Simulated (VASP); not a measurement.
# CaSe (I4/mmm) in VASP: further runs

CaSe is run at these levels: PBEsol; tasks: single point.

Program: VASP 6.6.1. These are calculated values, not measurements. Logs are shortened: lines on timing, memory, paths and dates and some standing lists are left out, and cuts for length are marked.

## (1) The cell of the first run

Symmetry: I4/mmm, No. 139, tetragonal system. Conventional cell: a = 4.413 Å, b = 4.413 Å, c = 5.305 Å, α = 90.00°, β = 90.00°, γ = 90.00°. Ca (site symmetry 4/mmm) has 6 Se at 2.65 to 3.12 Å within 3.5 Å. Se (site symmetry 4/mmm) has 6 Ca at 2.65 to 3.12 Å within 3.5 Å.

## (2) Single point, PBEsol

Input file INCAR:

```
SYSTEM = CaSe
ALGO     = Normal         ! electronic algorithm
EDIFF    = 1E-6           ! SCF threshold, eV
ENCUT    = 520            ! plane-wave cutoff, eV
GGA      = PS             ! functional
ISIF     = 2              ! what is computed and relaxed
ISMEAR   = 0              ! smearing method
LASPH    = .TRUE.         ! aspherical terms in the spheres
LCHARG   = .FALSE.        ! write CHGCAR
LREAL    = .FALSE.        ! projectors in reciprocal space
LWAVE    = .FALSE.        ! write WAVECAR
NBANDS   = 15             ! bands
NELM     = 60             ! most SCF steps
PREC     = Accurate       ! precision mode
SIGMA    = 0.05           ! smearing width, eV
```

Input file KPOINTS:

```
k-points
0
G
  10 10 10
  0 0 0
```

Input file POSCAR:

```
CaSe
1.0
    0.0000000000      3.1205522195      2.6524693866
    3.1205522195      0.0000000000      2.6524693866
    3.1205522195      3.1205522195      0.0000000000
Ca Se
1 1
Direct
    0.0000000000      0.0000000000      0.0000000000
    0.5000000000      0.5000000000      0.5000000000
```

Potentials or basis: VASP PAW PBE potentials, release 64 (Ca_sv, Se).

The run is started by

```
> cat potpaw_PBE.64/Ca_sv/POTCAR potpaw_PBE.64/Se/POTCAR > POTCAR
> mpirun -np 1 vasp_std > vasp.out
```

OUTCAR:

```text
SYSTEM = CaSe
   EDIFF = 1E-6
   ENCUT = 520
   GGA = PS
   ISIF = 2
   ISMEAR = 0
   LASPH = .TRUE.
   LREAL = .FALSE.
   NELM = 60
   PREC = Accurate

 ion  position               nearest neighbor table
   1  0.000  0.000  0.000-   2 2.65   2 2.65
   2  0.500  0.500  0.500-   1 2.65   1 2.65

  LATTYP: Found a body centered tetragonal cell.
 ALAT       =     4.4131272709
 C/A-ratio  =     1.2020815280

  Lattice vectors:

 A1 = (   0.0000000000,  -3.1205522195,  -2.6524693866)
 A2 = (   0.0000000000,   3.1205522195,  -2.6524693866)
 A3 = (   3.1205522195,   0.0000000000,   2.6524693866)

Analysis of symmetry for initial positions (statically):
=====================================================================
 Subroutine PRICEL returns:
 Original cell was already a primitive cell.

 Routine SETGRP: Setting up the symmetry group for a
 body centered tetragonal supercell.

 Subroutine GETGRP returns: Found 16 space group operations
 (whereof 16 operations were pure point group operations)
 out of a pool of 16 trial point group operations.

The static configuration has the point symmetry D_4h.

Analysis of symmetry for dynamics (positions and initial velocities):
=====================================================================
 Subroutine PRICEL returns:
 Original cell was already a primitive cell.

 Routine SETGRP: Setting up the symmetry group for a
 body centered tetragonal supercell.

 Subroutine GETGRP returns: Found 16 space group operations
 (whereof 16 operations were pure point group operations)
 out of a pool of 16 trial point group operations.

The dynamic configuration has the point symmetry D_4h.

 Subroutine INISYM returns: Found 16 space group operations
 (whereof 16 operations are pure point group operations),
 and found     1 'primitive' translations

----------------------------------------------------------------------------------------

                                     Primitive cell

  volume of cell :      51.6587

  direct lattice vectors                    reciprocal lattice vectors
     0.000000000  3.120552219  2.652469387    -0.160228051  0.160228051  0.188503589
     3.120552219  0.000000000  2.652469387     0.160228051 -0.160228051  0.188503589
     3.120552219  3.120552219  0.000000000     0.160228051  0.160228051 -0.188503589

  length of vectors
     4.095539037  4.095539037  4.413127271     0.294753558  0.294753558  0.294753558

  position of ions in fractional coordinates (direct lattice)
     0.000000000  0.000000000  0.000000000
     0.500000000  0.500000000  0.500000000

  ion indices of the primitive-cell ions
   primitive index   ion index
                 1           1
                 2           2

----------------------------------------------------------------------------------------

 KPOINTS: k-points

Automatic generation of k-mesh.
 Grid dimensions read from file:
 generate k-points for:   10   10   10

 Generating k-lattice:

  Cartesian coordinates                     Fractional coordinates (reciprocal lattice)
    -0.016022805  0.016022805  0.018850359     0.100000000  0.000000000  0.000000000
     0.016022805 -0.016022805  0.018850359     0.000000000  0.100000000  0.000000000
     0.016022805  0.016022805 -0.018850359     0.000000000  0.000000000  0.100000000

  Length of vectors
     0.029475356  0.029475356  0.029475356

  Shift w.r.t. Gamma in fractional coordinates (k-lattice)
     0.000000000  0.000000000  0.000000000

 Subroutine IBZKPT returns following result:
 ===========================================

 Found    102 irreducible k-points:

 Following reciprocal coordinates:
            Coordinates               Weight
  0.000000  0.000000  0.000000      1.000000
  0.100000 -0.000000  0.000000      8.000000
  0.200000 -0.000000  0.000000      8.000000
  0.300000  0.000000  0.000000      8.000000
  0.400000 -0.000000  0.000000      8.000000
  0.500000  0.000000  0.000000      4.000000
[... 16 lines left out ...]
  0.300000  0.300000  0.000000      2.000000
  0.400000  0.300000  0.000000      8.000000
 [... further k-points ...]
   k-points           NKPTS =    102   k-points in BZ     NKDIM =    102   number of bands    NBANDS=     15
   number of dos      NEDOS =    301   number of ions     NIONS =      2
   total plane-waves  NPLWV =  32400
   dimension x,y,z NGX =    30 NGY =   30 NGZ =   36
   dimension x,y,z NGXF=    60 NGYF=   60 NGZF=   72
   ions per type =               1   1
   NGX,Y,Z   is equivalent  to a cutoff of  12.18, 12.18, 13.56 a.u.
   NGXF,Y,Z  is equivalent  to a cutoff of  24.36, 24.36, 27.12 a.u.
 SYSTEM =  CaSe
   PREC   = accura    normal or accurate (medium, high low for compatibility)
   ISTART =      0    job   : 0-new  1-cont  2-samecut
   ICHARG =      2    charge: 1-file 2-atom 10-const
   ISPIN  =      1    spin polarized calculation?
   LNONCOLLINEAR =      F non collinear calculations
   LSORBIT =      F    spin-orbit coupling
   LASPH  =      T    aspherical Exc in radial PAW
   ENCUT  =  520.0 eV  38.22 Ry    6.18 a.u.   7.61  7.61  8.21*2*pi/ulx,y,z
   NELM   =     60;   NELMIN=  2; NELMDL= -5     # of ELM steps
   EDIFF  = 0.1E-05   stopping-criterion for ELM
   LREAL  =      F    real-space projection
   EDIFFG = 0.1E-04   stopping-criterion for IOM
   NSW    =      0    number of steps for IOM
   IBRION =     -1    ionic relax: 0-MD 1-quasi-New 2-CG
   NFREE  =      0    steps in history (QN), initial steepest desc. (CG)
   ISIF   =      2    stress and relaxation
   ISYM   =      2    0-nonsym 1-usesym 2-fastsym
   POTIM  = 0.5000    time-step for ionic-motion
   TEBEG  =    0.0;   TEEND  =   0.0 temperature during run
   PSTRESS=    0.0 pullay stress
   NELECT =      16.0000    total number of electrons
   NUPDOWN=      -1.0000    fix difference up-down
   EMIN   =  10.00;   EMAX   =-10.00  energy-range for DOS
   EFERMI =   0.00;   METHOD = LEGACY
   ISMEAR =     0;   SIGMA  =   0.05  broadening in eV -4-tet -1-fermi 0-gaus
   EFERMI_NEDOS =   21; number of points for ismear=-14 and -15
   IALGO  =     38    algorithm
   IMIX   =      4    mixing-type and parameters
     AMIX     =   0.40;   BMIX     =  1.00
     AMIX_MAG =   1.60;   BMIX_MAG =  1.00
  volume/ion in A,a.u.               =      25.83       174.30
  Fermi-wavevector in a.u.,A,eV,Ry     =   1.107645  2.093145 16.692666  1.226876
  Thomas-Fermi vector in A             =   2.244161
   LORBIT       =      0    0 simple, 1 ext, 2 COOP (PROOUT), +10 PAW based schemes
   GGA     = PS    functional components
   LHFCALC =     F    Hartree Fock is set to
   AEXX    =    0.0000 exact exchange contribution
   IVDW    =     0    specifies the selected vdW correction
   LEPSILON=     F    determine dielectric tensor
   LRPA    =     F    only Hartree local field effects (RPA)
 non-spin polarized calculation
 Gauss-broadening in eV      SIGMA  =   0.05
  energy-cutoff  :      520.00
  volume of cell :       51.66
 maximum number of plane-waves:      1406
   NGX = 15   NGY = 15   NGZ = 17

 number of electron      15.9999997 magnetization

 Free energy of the ion-electron system (eV)
  ---------------------------------------------------
  ext. energy  EPLUGINS =         0.00000000
  ---------------------------------------------------
  free energy    TOTEN  =        -9.74266919 eV

  energy without entropy =       -9.74266919  energy(sigma->0) =       -9.74266919

 E-fermi :   2.7178     XC(G=0):  -9.2917

 val. band max:        2.4704683759   @ k =   0.0000   0.0000   0.0000
 cond. band min:       4.1948245652   @ k =   0.5000   0.5000   0.0000
 fundamental gap:      1.7243561893
 Fermi energy:         2.7177562555

 k-point     1 :       0.0000    0.0000    0.0000
  band No.  band energies     occupation
      1     -37.0662      2.00000
      2     -18.1843      2.00000
      3     -18.1603      2.00000
      4     -18.1603      2.00000
      5      -9.5453      2.00000
      6       2.3108      2.00000
      7       2.3108      2.00000
      8       2.4705      2.00000
      9       4.8947      0.00000
     10       5.7149      0.00000
     11       5.7149      0.00000
     12       6.3129      0.00000
     13       6.7878      0.00000
     14       7.7794      0.00000
     15      12.0663      0.00000

 k-point     2 :       0.1000   -0.0000    0.0000
  band No.  band energies     occupation
      1     -37.0655      2.00000
      2     -18.1936      2.00000
      3     -18.1644      2.00000
      4     -18.1624      2.00000
      5      -9.4754      2.00000
      6       1.8015      2.00000
      7       2.1246      2.00000
      8       2.2375      2.00000
      9       5.2914      0.00000
     10       5.9121      0.00000
     11       5.9440      0.00000
     12       6.5637      0.00000
     13       6.8154      0.00000
     14       8.1673      0.00000
     15      12.1660      0.00000

 k-point     3 :       0.2000   -0.0000    0.0000
  band No.  band energies     occupation
      1     -37.0635      2.00000
      2     -18.2254      2.00000
      3     -18.1679      2.00000
      4     -18.1674      2.00000
      5      -9.2857      2.00000
      6       0.8005      2.00000
      7       1.7299      2.00000
      8       1.8180      2.00000
      9       5.6995      0.00000
     10       6.3530      0.00000
     11       6.7003      0.00000
     12       7.0268      0.00000
     13       7.2678      0.00000
     14       9.0845      0.00000
     15      11.7311      0.00000
[... 343 lines left out ...]
 k-point    23 :       0.3000    0.3000    0.0000
  band No.  band energies     occupation
      1     -37.0575      2.00000
      2     -18.2758      2.00000
      3     -18.1955      2.00000
      4     -18.1955      2.00000
      5      -8.8491      2.00000
      6      -0.2097      2.00000
      7       1.1976      2.00000
      8       1.1976      2.00000
      9       4.8570      0.00000
     10       6.5165      0.00000
     11       7.1781      0.00000
     12       8.5044      0.00000
     13       8.5044      0.00000
     14      11.2713      0.00000
     15      12.3533      0.00000

 k-point    24 :       0.4000    0.3000    0.0000
  band No.  band energies     occupation
      1     -37.0558      2.00000
      2     -18.2825      2.00000
      3     -18.2020      2.00000
      4     -18.2017      2.00000
      5      -8.8179      2.00000
      6      -0.1995      2.00000
      7       1.0023      2.00000
      8       1.0850      2.00000
      9       4.7841      0.00000
     10       7.1230      0.00000
     11       7.5051      0.00000
     12       8.4477      0.00000
     13       8.4857      0.00000
     14      10.1472      0.00000
     15      11.8873      0.00000

 [... further k-points ...]
[... 5 lines left out ...]
  --------------------------------------------------------------------------------------
  -------------------------------------------------------------------------------------
  Total       -1.3942977     -1.3942977      5.5425054      0.0000000      0.0000000     -0.0000000
  in kB      -43.2436968    -43.2436968    171.8990300      0.0000000      0.0000000     -0.0000000
  external PRESSURE =      28.4705455 kB  Pullay stress =       0.0000000 kB

 VOLUME and BASIS-vectors are now :
 -----------------------------------------------------------------------------
  energy-cutoff  :      520.00
  volume of cell :       51.66
      direct lattice vectors                 reciprocal lattice vectors
     0.000000000  3.120552219  2.652469387    -0.160228051  0.160228051  0.188503589
     3.120552219  0.000000000  2.652469387     0.160228051 -0.160228051  0.188503589
     3.120552219  3.120552219  0.000000000     0.160228051  0.160228051 -0.188503589

 POSITION                                       TOTAL-FORCE (eV/Angst)
 -----------------------------------------------------------------------------------
      0.00000      0.00000      0.00000         0.000000      0.000000      0.000000
      3.12055      3.12055      2.65247         0.000000      0.000000      0.000000
 -----------------------------------------------------------------------------------
    total drift:                               -0.000000      0.000000      0.000000

  FREE ENERGIE OF THE ION-ELECTRON SYSTEM (eV)
  ---------------------------------------------------
  free  energy   TOTEN  =        -9.7426691859 eV

  energy  without entropy=       -9.7426691859  energy(sigma->0) =       -9.74266919
```

Wall time 65 s (1 thread of Intel Xeon Platinum 8259CL at 2.50GHz (Skylake/Cascade Lake), shared host); peak memory 0.24 GiB.

What came out:

```yaml
Free_energy: -9.7427 eV
Pressure: 2.8 GPa
Band_gap_on_the_k_mesh: 1.72 eV (least direct gap 2.42 eV)
```

Levels at points of the mesh, in eV from the valence-band top:
```
           k point  band 5  band 6  band 7  band 8  band 9  band 10  band 11  band 12
(0.00, 0.00, 0.00)  -12.02   -0.16   -0.16    0.00    2.42     3.24     3.24     3.84
(0.50, 0.00, 0.00)  -11.20   -3.49   -1.47   -1.44    4.16     5.18     5.67     5.71
(0.50, 0.50, 0.00)  -11.36   -2.17   -1.46   -1.46    1.72     4.93     5.27     5.77
(0.50, 0.00, 0.50)  -11.50   -2.85   -0.89   -0.71    1.91     4.21     5.66     5.72
```

Caveat: the PAW data sets were made with another functional, which shifts forces and pressure a little.

## (3) Single point, PBEsol

This run uses another cell than the first one, of the same volume but with other edges.

Input file INCAR:

```
SYSTEM = CaSe
PREC = Accurate
ENCUT = 520
EDIFF = 1E-7
ISMEAR = 0
SIGMA = 0.05
LREAL = .FALSE.
LASPH = .TRUE.
NELM = 80
ALGO = Normal
ISIF = 2
LWAVE = .FALSE.
LCHARG = .FALSE.
GGA = PS
NBANDS = 15
```

Input file KPOINTS:

```
Automatic mesh
0
G
  10 10 10
  0 0 0
```

Input file POSCAR:

```
CaSe
1.0
    0.0000000000      2.7817025014      3.3380430016
    2.7817025014      0.0000000000      3.3380430016
    2.7817025014      2.7817025014      0.0000000000
Ca Se
1 1
Direct
    0.0000000000      0.0000000000      0.0000000000
    0.5000000000      0.5000000000      0.5000000000
```

Potentials or basis: VASP PAW PBE potentials, release 64 (Ca_sv, Se).

The run is started by

```
> cat potpaw_PBE.64/Ca_sv/POTCAR potpaw_PBE.64/Se/POTCAR > POTCAR
> mpirun -np 1 vasp_std > vasp.out
```

It took 54 s on 1 thread of Intel Xeon Platinum 8259CL at 2.50GHz (Skylake/Cascade Lake), shared host; peak memory 0.24 GiB.

It converged, with:

```
Free energy            : -9.7963 eV
Pressure               : 2.8 GPa
Band gap on the k mesh : 1.90 eV (least direct gap 2.38 eV)
```

Stress tensor (GPa, compression positive):
```
 7.25  0.00  0.00
 0.00  7.25  0.00
 0.00  0.00 -6.14
```

Levels at points of the mesh, in eV from the valence-band top:
```tsv
k point	band 4	band 5	band 6	band 7	band 8	band 9	band 10	band 11	band 12	band 13
(0.00, 0.00, 0.00)	-20.53	-11.97	-0.20	0.00	0.00	2.38	2.85	4.09	4.09	4.51
(0.50, 0.00, 0.00)	-20.52	-11.16	-3.46	-1.45	-1.32	4.16	5.46	5.60	5.75	6.40
(0.50, 0.50, 0.00)	-20.55	-11.55	-2.87	-0.55	-0.55	1.90	4.84	5.43	5.95	5.95
(0.50, 0.00, 0.50)	-20.60	-11.32	-2.41	-1.39	-0.92	1.92	4.54	5.40	5.63	6.37
```

Caveat: the PAW data sets were made with another functional, which shifts forces and pressure a little. A k mesh can miss the band edges.
